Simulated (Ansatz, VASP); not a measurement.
Re: VASP beside Ansatz

```xyz
1
Lattice="0.0000 1.9303 1.9303 1.9303 0.0000 1.9303 1.9303 1.9303 0.0000" Properties=species:S:1:pos:R:3 pbc="T T T"
Re    0.0000    0.0000    0.0000
```

Alike in both runs: functional LDA; k mesh 18 × 18 × 18; occupations gaussian, width 0.1 eV; no spin polarisation.

Ansatz relaxed the structure, and its values are those at the end. VASP's run is a single point on that final structure, the one shown.

```csv
,VASP,Ansatz
version,VASP 6.6.1,Ansatz 0.2.0
potentials or method,"VASP PAW LDA potentials, release 64 (Re), cutoff 520 eV","scalar-relativistic, plane waves, PAW"
valence electrons in the cell,7,15
```

Ansatz gave:

| Quantity | Value |
| --- | --- |
| gap on the k mesh at the Fermi level (eV) | none |
| pressure (GPa) | 0.0 |

**Question.** What did VASP give for the same quantities?

**Answer.** gap on the k mesh at the Fermi level (eV): none; pressure (GPa): 1.4.

LDA's correlation is that of Perdew and Zunger in VASP and of Perdew and Wang (1992) in Ansatz. A gap of «none» marks a metal or a gap that the smearing closes. VASP's potentials hold 7 valence electrons a cell and Ansatz's 15, so a difference there can come from the potentials and not from the codes.

Spin-orbit coupling is off throughout.
